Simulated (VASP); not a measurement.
Wanted: the native input for a VASP 6.6.1 run.

| Item | Value |
| --- | --- |
| Task | single point |
| Functional | PBE |
| Potentials or basis | VASP PAW PBE potentials, release 64 (Bi_d, Te) |
| Cutoff | 520 eV |
| k mesh | 16 × 16 × 16 |
| Occupations | gaussian, width 0.1 eV |
| Spin | no spin polarisation |
| Dipole correction | no |
| Further INCAR settings | ALGO = Normal; EDIFF = 1e-07; NBANDS = 18 |

The structure of BiTe lies in POSCAR:

```
BiTe
1.0
    0.0000000000      3.2518755134      3.2518755134
    3.2518755134      0.0000000000      3.2518755134
    3.2518755134      3.2518755134      0.0000000000
Bi Te
1 1
Direct
    0.0000000000      0.0000000000      0.0000000000
    0.5000000000      0.5000000000      0.5000000000
```

One way to write it, as run:

INCAR

```
PREC = Accurate
ENCUT = 520
EDIFF = 1E-7
ISMEAR = 0
SIGMA = 0.1
LREAL = F
LASPH = T
NELM = 80
ALGO = Normal
ISIF = 2
LWAVE = F
LCHARG = F
GGA = PE
NBANDS = 18
```

KPOINTS

```
regular mesh
0
Gamma
  16 16 16
```

Potentials or basis: VASP PAW PBE potentials, release 64 (Bi_d, Te).

Launch:

```bash
$ cat potpaw_PBE.64/Bi_d/POTCAR potpaw_PBE.64/Te/POTCAR > POTCAR
$ mpirun -np 1 vasp_std > vasp.out
```

Results of the run:

- Pressure: -0.1 GPa
- Band gap on the k mesh: zero (an odd number of electrons rules out a gap without spin polarisation)

Caveat: spin-orbit coupling is left out, which moves the levels of the heavy elements.

Wall time 3.9 min on 1 thread of Intel Xeon 8259CL, on a shared host, peak memory 0.34 GiB.
